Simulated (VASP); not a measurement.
Input of a VASP 6.6.1 run:

Contents of INCAR:

```
ALGO = Normal
EDIFF = 1E-6
EDIFFG = -0.01
ENCUT = 600
GGA = PS
IBRION = 2
ISIF = 3
ISMEAR = -1
ISPIN = 2
IVDW = 12
LASPH = T
LCHARG = F
LMAXMIX = 4
LORBIT = 11
LREAL = F
LWAVE = F
MAGMOM = 0 1.5 1.5 1.5
NELM = 150
NSW = 80
PREC = Accurate
SIGMA = 0.1
```

Contents of KPOINTS:

```
k-points
0
Gamma
  7 7 7
```

Contents of POSCAR:

```
ZnNi3
1.0
    3.5314670000      0.0000000000      0.0000000000
    0.0000000000      3.5314670000      0.0000000000
    0.0000000000      0.0000000000      3.5314670000
Zn Ni
1 3
Direct
    0.0000000000      0.0000000000      0.0000000000
    0.0000000000      0.5000000000      0.5000000000
    0.5000000000      0.0000000000      0.5000000000
    0.5000000000      0.5000000000      0.0000000000
```

Potentials or basis: VASP PAW PBE potentials, release 64 (Zn, Ni).

Command:

```console
$ cat potpaw_PBE.64/Zn/POTCAR potpaw_PBE.64/Ni/POTCAR > POTCAR
$ mpirun -np 1 vasp_std > vasp.out
```

(1) Predict the site moments.

(2) What does it give for the relaxed cell?

## Answers

(1) Zn -0.01; Ni +0.29 μB.

(2) a = 3.485 Å, b = 3.485 Å, c = 3.485 Å, α = 90.00°, β = 90.00°, γ = 90.00°.
